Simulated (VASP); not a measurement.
# Al (P6_3/mmc) in VASP: notebook, part 2 of 2

VASP 6.6.1. The steps go on from the part before.

**4. Relaxation of cell and atoms, PBE+D3(BJ)**

INCAR

```
SYSTEM = Al
PREC = Accurate
ENCUT = 600
EDIFF = 1E-6
ISMEAR = -1
SIGMA = 0.05
LREAL = .False.
LASPH = .True.
NELM = 60
ALGO = Normal
ISIF = 3
LWAVE = .False.
LCHARG = .False.
GGA = PE
IVDW = 12
IBRION = 2
NSW = 60
EDIFFG = -0.01
```

KPOINTS

```
regular mesh
0
Gamma
  11 11 6
  0 0 0
```

POSCAR

```
Al
1.0
    2.8124553515      0.0000000000      0.0000000000
   -1.4062276757      2.4356577814      0.0000000000
    0.0000000000      0.0000000000      4.8668500000
Al
2
Direct
    0.3333333333      0.6666666667      0.2500000000
    0.6666666667      0.3333333333      0.7500000000
```

Potentials or basis: VASP PAW PBE potentials, release 64 (Al).

Launch:

```
$ cat potpaw_PBE.64/Al/POTCAR > POTCAR
$ mpirun -np 1 vasp_std > vasp.out
```

OUTCAR:

```text
SYSTEM = Al
   PREC = Accurate
   ENCUT = 600
   EDIFF = 1E-6
   ISMEAR = -1
   LREAL = .False.
   LASPH = .True.
   NELM = 60
   ISIF = 3
   GGA = PE
   IVDW = 12
   IBRION = 2
   NSW = 60
   EDIFFG = -0.01
 IVDW          = 12

 ion  position               nearest neighbor table
   1  0.333  0.667  0.250-   2 2.93   2 2.93   2 2.93   2 2.93   2 2.93   2 2.93
   2  0.667  0.333  0.750-   1 2.93   1 2.93   1 2.93   1 2.93   1 2.93   1 2.93

  LATTYP: Found a hexagonal cell.
 ALAT       =     2.8124553515
 C/A-ratio  =     1.7304630267

  Lattice vectors:

 A1 = (   2.8124553515,   0.0000000000,   0.0000000000)
 A2 = (  -1.4062276757,   2.4356577814,   0.0000000000)
 A3 = (   0.0000000000,   0.0000000000,   4.8668500000)

Analysis of symmetry for initial positions (statically):
=====================================================================
 Subroutine PRICEL returns:
 Original cell was already a primitive cell.

 Routine SETGRP: Setting up the symmetry group for a
 hexagonal supercell.

 Subroutine GETGRP returns: Found 24 space group operations
 (whereof 12 operations were pure point group operations)
 out of a pool of 24 trial point group operations.

The static configuration has the point symmetry D_3d.
 The point group associated with its full space group is D_6h.

Analysis of symmetry for dynamics (positions and initial velocities):
=====================================================================
 Subroutine PRICEL returns:
 Original cell was already a primitive cell.

 Routine SETGRP: Setting up the symmetry group for a
 hexagonal supercell.

 Subroutine GETGRP returns: Found 24 space group operations
 (whereof 12 operations were pure point group operations)
 out of a pool of 24 trial point group operations.

The dynamic configuration has the point symmetry D_3d.
 The point group associated with its full space group is D_6h.

 Subroutine INISYM returns: Found 24 space group operations
 (whereof 12 operations are pure point group operations),
 and found     1 'primitive' translations

----------------------------------------------------------------------------------------

                                     Primitive cell

  volume of cell :      33.3388

  direct lattice vectors                    reciprocal lattice vectors
     2.812455352  0.000000000  0.000000000     0.355561200  0.205283355  0.000000000
    -1.406227676  2.435657781  0.000000000     0.000000000  0.410566709  0.000000000
     0.000000000  0.000000000  4.866850000     0.000000000  0.000000000  0.205471712

  length of vectors
     2.812455352  2.812455351  4.866850000     0.410566709  0.410566709  0.205471712

  position of ions in fractional coordinates (direct lattice)
     0.333333333  0.666666667  0.250000000
     0.666666667  0.333333333  0.750000000

  ion indices of the primitive-cell ions
   primitive index   ion index
                 1           1
                 2           2

----------------------------------------------------------------------------------------

 KPOINTS: regular mesh

Automatic generation of k-mesh.
 Grid dimensions read from file:
 generate k-points for:   11   11    6

 Generating k-lattice:

  Cartesian coordinates                     Fractional coordinates (reciprocal lattice)
     0.032323745  0.018662123  0.000000000     0.090909091  0.000000000  0.000000000
     0.000000000  0.037324246  0.000000000     0.000000000  0.090909091  0.000000000
     0.000000000  0.000000000  0.034245285     0.000000000  0.000000000  0.166666667

  Length of vectors
     0.037324246  0.037324246  0.034245285

  Shift w.r.t. Gamma in fractional coordinates (k-lattice)
     0.000000000  0.000000000  0.000000000

 Subroutine IBZKPT returns following result:
 ===========================================

 Found     64 irreducible k-points:

 Following reciprocal coordinates:
            Coordinates               Weight
  0.000000  0.000000  0.000000      1.000000
  0.090909 -0.000000  0.000000      6.000000
  0.181818 -0.000000  0.000000      6.000000
  0.272727  0.000000  0.000000      6.000000
  0.363636  0.000000  0.000000      6.000000
  0.454545 -0.000000  0.000000      6.000000
[... 16 lines left out ...]
  0.090909  0.090909  0.166667     12.000000
  0.181818  0.090909  0.166667     24.000000
 [... further k-points ...]
   k-points           NKPTS =     64   k-points in BZ     NKDIM =     64   number of bands    NBANDS=      7
   number of dos      NEDOS =    301   number of ions     NIONS =      2
   total plane-waves  NPLWV =  23040
   dimension x,y,z NGX =    24 NGY =   24 NGZ =   40
   dimension x,y,z NGXF=    48 NGYF=   48 NGZF=   80
   ions per type =               2
   NGX,Y,Z   is equivalent  to a cutoff of  14.19, 14.19, 13.66 a.u.
   NGXF,Y,Z  is equivalent  to a cutoff of  28.37, 28.37, 27.33 a.u.
 SYSTEM =  Al
   PREC   = accura    normal or accurate (medium, high low for compatibility)
   ISTART =      0    job   : 0-new  1-cont  2-samecut
   ICHARG =      2    charge: 1-file 2-atom 10-const
   ISPIN  =      1    spin polarized calculation?
   LNONCOLLINEAR =      F non collinear calculations
   LSORBIT =      F    spin-orbit coupling
   LASPH  =      T    aspherical Exc in radial PAW
   ENCUT  =  600.0 eV  44.10 Ry    6.64 a.u.   5.62  5.62  9.72*2*pi/ulx,y,z
   NELM   =     60;   NELMIN=  2; NELMDL= -5     # of ELM steps
   EDIFF  = 0.1E-05   stopping-criterion for ELM
   LREAL  =      F    real-space projection
   EDIFFG = -.1E-01   stopping-criterion for IOM
   NSW    =     60    number of steps for IOM
   IBRION =      2    ionic relax: 0-MD 1-quasi-New 2-CG
   NFREE  =      1    steps in history (QN), initial steepest desc. (CG)
   ISIF   =      3    stress and relaxation
   ISYM   =      2    0-nonsym 1-usesym 2-fastsym
   POTIM  = 0.5000    time-step for ionic-motion
   TEBEG  =    0.0;   TEEND  =   0.0 temperature during run
   PSTRESS=    0.0 pullay stress
   NELECT =       6.0000    total number of electrons
   NUPDOWN=      -1.0000    fix difference up-down
   EMIN   =  10.00;   EMAX   =-10.00  energy-range for DOS
[... 5 lines left out ...]
     AMIX     =   0.40;   BMIX     =  1.00
     AMIX_MAG =   1.60;   BMIX_MAG =  1.00
  volume/ion in A,a.u.               =      16.67       112.49
  Fermi-wavevector in a.u.,A,eV,Ry     =   0.924291  1.746656 11.623640  0.854313
  Thomas-Fermi vector in A             =   2.050021
   LORBIT       =      0    0 simple, 1 ext, 2 COOP (PROOUT), +10 PAW based schemes
   GGA     = PE    functional components
   LHFCALC =     F    Hartree Fock is set to
   AEXX    =    0.0000 exact exchange contribution
   IVDW    =    12    specifies the selected vdW correction
   LEPSILON=     F    determine dielectric tensor
   LRPA    =     F    only Hartree local field effects (RPA)
 conjugate gradient relaxation of ions
 non-spin polarized calculation
  energy-cutoff  :      600.00
  volume of cell :       33.34
 maximum number of plane-waves:      1136
 NGX is ok and might be reduce to    24
   NGX = 11   NGY = 11   NGZ = 19

--------------------------------------- Ionic step        1  -------------------------------------------

 number of electron       6.0000000 magnetization

 Free energy of the ion-electron system (eV)
  ---------------------------------------------------
  ext. energy  EPLUGINS =         0.00000000
  ---------------------------------------------------
  free energy    TOTEN  =        -7.43581883 eV

  energy without entropy =       -7.43128479  energy(sigma->0) =       -7.43355181

------------------------ aborting loop because EDIFF is reached ----------------------------------------

 Edisp (eV)   -0.66567

 E8    (eV) :    -0.2977
[... 231 lines left out ...]
--------------------------------------- Ionic step        7  -------------------------------------------

 number of electron       6.0000000 magnetization

 Free energy of the ion-electron system (eV)
  ---------------------------------------------------
  ext. energy  EPLUGINS =         0.00000000
  ---------------------------------------------------
  free energy    TOTEN  =        -7.43913595 eV

  energy without entropy =       -7.43424407  energy(sigma->0) =       -7.43669001

 E-fermi :   8.3965     XC(G=0): -10.3287

 val. band max:        8.3085341562   @ k =   0.4545  -0.0000   0.0000
 cond. band min:       8.4007304623   @ k =   0.3636   0.0000   0.5000
 fundamental gap:      0.0921963061
 Fermi energy:         8.3964536415

 k-point     1 :       0.0000    0.0000    0.0000
  band No.  band energies     occupation
      1      -3.0075      2.00000
      2       3.5778      2.00000
      3       3.7963      2.00000
      4      19.4562      0.00000
      5      19.4562      0.00000
      6      19.7238      0.00000
      7      19.7238      0.00000
[... 221 lines left out ...]
 k-point    24 :       0.1818    0.0909    0.1667
  band No.  band energies     occupation
      1      -1.3835      2.00000
      2       3.0544      2.00000
      3       7.3504      2.00000
      4      11.6705      0.00000
      5      13.6414      0.00000
      6      15.8618      0.00000
      7      17.7482      0.00000

 [... further k-points ...]

------------------------ aborting loop because EDIFF is reached ----------------------------------------

 Edisp (eV)   -0.69814

 E8    (eV) :    -0.3123
[... 25 lines left out ...]
  FREE ENERGIE OF THE ION-ELECTRON SYSTEM (eV)
  ---------------------------------------------------
  free  energy   TOTEN  =        -8.1372797302 eV

  energy  without entropy=       -8.1323878490  energy(sigma->0) =       -8.13483379

 reached required accuracy - stopping structural energy minimisation
```

It took 27 s on 1 thread of AMD EPYC 9R45 (Zen 5), shared host; peak memory 0.14 GiB.

What came out:

```
Free energy                            : -8.1373 eV
Relaxed volume                         : 15.92 Å³/atom
Relaxed cell                           : a = 2.812 Å, b = 2.812 Å, c = 4.649 Å, α = 90.00°, β = 90.00°, γ = 120.00°
Space group after relaxing (to 0.05 Å) : P6_3/mmc (No. 194)
Energy gained by relaxing              : 17.9 meV/atom
Ionic steps                            : 7
Pressure after relaxing                : 0.0 GPa
Band gap on the k mesh                 : zero (band 3 reaches 12.39 eV, above the bottom of band 4 at 5.29 eV)
Dispersion energy per atom             : -0.349 eV
```

The path:
```tsv
step	energy change (eV)	largest force (eV/Å)	pressure (GPa)	volume (Å³)
1	0.0000	0.0000	-3.19	33.34
2	-0.0285	0.0000	0.31	31.76
3	-0.0297	0.0000	1.38	31.36
4	-0.0331	0.0000	1.07	31.45
5	-0.0343	0.0000	1.13	31.42
6	-0.0357	0.0000	-0.22	31.92
7	-0.0358	0.0000	0.00	31.84
```

Final structure:
```cif
data_structure
_symmetry_space_group_name_H-M 'P 1'
_symmetry_Int_Tables_number 1
_cell_length_a 2.8121
_cell_length_b 2.8121
_cell_length_c 4.6487
_cell_angle_alpha 90.000
_cell_angle_beta 90.000
_cell_angle_gamma 120.000
_cell_volume 31.84
loop_
_atom_site_label
_atom_site_type_symbol
_atom_site_fract_x
_atom_site_fract_y
_atom_site_fract_z
_atom_site_occupancy
Al1 Al 0.33333 0.66667 0.25000 1
Al2 Al 0.66667 0.33333 0.75000 1
```

Caveat: pairwise dispersion overbinds metals, which lowers pressure and volume.

**5. Relaxation of cell and atoms, PBE+D4**

INCAR

```
SYSTEM = Al
PREC     = Accurate       ! precision mode
ENCUT    = 600            ! plane-wave cutoff, eV
EDIFF    = 1E-7           ! SCF threshold, eV
ISMEAR   = -1             ! smearing method
SIGMA    = 0.05           ! smearing width, eV
LREAL    = .False.        ! projectors in reciprocal space
LASPH    = .True.         ! aspherical terms in the spheres
NELM     = 80             ! most SCF steps
ALGO     = Fast           ! electronic algorithm
ISIF     = 3              ! what is computed and relaxed
LWAVE    = .False.        ! write WAVECAR
LCHARG   = .False.        ! write CHGCAR
GGA      = PE             ! functional
IVDW     = 13             ! dispersion correction
IBRION   = 2              ! ionic algorithm
NSW      = 60             ! ionic steps
EDIFFG   = -0.01          ! ionic threshold
```

KPOINTS is that of step 4.

POSCAR is that of step 4.

Launch:

```
$ cat potpaw_PBE.64/Al/POTCAR > POTCAR
$ mpirun -np 1 vasp_std > vasp.out
```

Wall time 34 s (1 thread of AMD EPYC 9R45 (Zen 5), shared host); peak memory 0.13 GiB.

It converged, with:

| Property | Result |
| --- | --- |
| Free energy | -8.1507 eV |
| Relaxed volume | 15.96 Å³/atom |
| Relaxed cell | a = 2.814 Å, b = 2.814 Å, c = 4.653 Å, α = 90.00°, β = 90.00°, γ = 120.00° |
| Space group after relaxing (to 0.05 Å) | P6_3/mmc (No. 194) |
| Energy gained by relaxing | 17.0 meV/atom |
| Ionic steps | 7 |
| Pressure after relaxing | 0.0 GPa |
| Band gap on the k mesh | zero (band 3 reaches 12.36 eV, above the bottom of band 4 at 5.27 eV) |
| Dispersion energy per atom | -0.355 eV |

Step by step:
```
step  energy change (eV)  largest force (eV/Å)  pressure (GPa)  volume (Å³)
   1              0.0000                0.0000           -3.02        33.34
   2             -0.0267                0.0000            0.30        31.84
   3             -0.0280                0.0000            1.45        31.41
   4             -0.0310                0.0000            1.11        31.52
   5             -0.0324                0.0000            1.19        31.48
   6             -0.0339                0.0000           -0.24        32.01
   7             -0.0340                0.0000            0.00        31.91
```

Final structure:
```yaml
crystal:
  lattice:
    - [2.81430, 0.00000, 0.00000]
    - [-1.40715, 2.43725, 0.00000]
    - [0.00000, 0.00000, 4.65289]
  atoms:
    - { symbol: Al, position: [0.33333, 0.66667, 0.25000] }
    - { symbol: Al, position: [0.66667, 0.33333, 0.75000] }
```

Levels at points of the mesh, in eV from the Fermi level:
| k point | band 1 | band 2 | band 3 | band 4 | band 5 | band 6 |
| --- | --- | --- | --- | --- | --- | --- |
| (0.00, 0.00, 0.00) | -11.39 | -4.81 | -4.60 | 11.04 | 11.04 | 11.32 |
| (0.00, 0.00, 0.50) | -9.69 | -9.69 | 3.26 | 3.26 | 12.18 | 12.18 |

Caveat: pairwise dispersion overbinds metals, which lowers pressure and volume.

**6. Single point, HSE06**

POSCAR is that of step 5.

INCAR.step1

```
PREC = Accurate ; ENCUT = 520
EDIFF = 1E-5 ; ISMEAR = -1
SIGMA = 0.05 ; LREAL = False
LASPH = True ; NELM = 60
ALGO = Normal ; ISIF = 2
LWAVE = True ; GGA = PE
NBANDS = 10
```

INCAR.step2

```
PREC = Accurate ; ENCUT = 520
EDIFF = 1E-6 ; ISMEAR = -1
SIGMA = 0.05 ; LREAL = False
LASPH = True ; NELM = 60
ALGO = Normal ; ISIF = 2
LWAVE = False ; LCHARG = True
GGA = PE ; LHFCALC = True
HFSCREEN = 0.2079 ; PRECFOCK = Normal
LELF = True ; LVHAR = True
ISTART = 1 ; NBANDS = 10
```

KPOINTS

```
Automatic mesh
0
Gamma
  6 6 3
```

Potentials or basis: VASP PAW PBE potentials, release 64 (Al).

Launch:

```
$ cat potpaw_PBE.64/Al/POTCAR > POTCAR
$ cp INCAR.step1 INCAR
$ mpirun -np 1 vasp_std > vasp.out
$ cp INCAR.step2 INCAR
$ mpirun -np 1 vasp_std > vasp.out
```

Wall time 79 s (1 thread of AMD EPYC 9R45 (Zen 5), shared host); peak memory 0.21 GiB.

Results (log left out):

```yaml
Free_energy: -7.9794 eV
Pressure: 1.3 GPa
Band_gap_on_the_k_mesh: zero (band 3 reaches 9.58 eV, above the bottom of band 4 at 5.40 eV)
```

Stress tensor (GPa, compression positive):
```
 4.45  0.00  0.00
 0.00  4.45  0.00
 0.00  0.00 -5.01
```

Levels at points of the mesh, in eV from the Fermi level:
```csv
k point,band 1,band 2,band 3,band 4,band 5,band 6
"(0.00, 0.00, 0.00)",-12.83,-5.96,-5.68,11.97,12.23,12.23
"(0.50, 0.00, 0.00)",-5.97,-5.86,0.50,0.50,1.33,1.46
```

Caveat: the k points lie up to 0.43 Å⁻¹ apart; the PAW data sets were made with another functional, which shifts forces and pressure a little.

**7. Overview**

```tsv
task	level	cell	k mesh	cutoff (eV)	grid for exact exchange (PRECFOCK)	screening parameter	gap on the mesh (eV)	pressure (GPa)	relaxed volume (Å³/atom)
single point	PBE+D3(BJ)	as given	11 × 11 × 6	520	-	-	none	-3.2	-
relaxation of cell and atoms	PBE	relaxed	11 × 11 × 6	600	-	-	none	0.0	16.63
relaxation of cell and atoms	PBE+D3(BJ)	relaxed	11 × 11 × 6	600	-	-	none	0.0	15.92
relaxation of cell and atoms	PBE+D4	relaxed	11 × 11 × 6	600	-	-	none	0.0	15.96
single point	HSE06	as given	6 × 6 × 3	520	Normal	0.2079 1/Å	none	1.3	-
```

Alike in all rows: potentials or basis VASP PAW PBE potentials, release 64 (Al); no spin polarisation; smearing fermi-dirac 0.05 eV.

Caveats: some runs use coarse meshes; pairwise dispersion overbinds metals, which lowers pressure and volume (some runs); three body term missing (some runs); the PAW data sets were made with another functional, which shifts forces and pressure a little (some runs).

Absolute energies hang on the potentials; compare differences alone.
